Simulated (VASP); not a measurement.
BP:

```xyz
2
Lattice="3.2089 0.0000 0.0000 1.6044 2.7789 0.0000 1.6044 0.9263 2.6200" Properties=species:S:1:pos:R:3 pbc="T T T"
B     0.0000    0.0000    0.0000
P     1.6044    0.9263    0.6550
```

Base run:

- Program: VASP 6.6.1
- Functional: PBE
- Potentials or basis: VASP PAW PBE potentials, release 64 (B, P)
- Cutoff: 500 eV
- k mesh: 10 × 10 × 10
- Occupations: gaussian, width 0.01 eV
- Spin: no spin polarisation

Its results: band gap on the k mesh 1.24 eV, indirect (least direct gap 3.40 eV); pressure 0.9 GPa.

The run is repeated on the same cell with these changes: k mesh from 10 × 10 × 10 to 4 × 4 × 4. What comes out?

Band gap on the k mesh 1.31 eV, indirect (least direct gap 3.38 eV); pressure 2.0 GPa.

Caveats: some runs use coarse meshes.

A k mesh can miss the band edges.
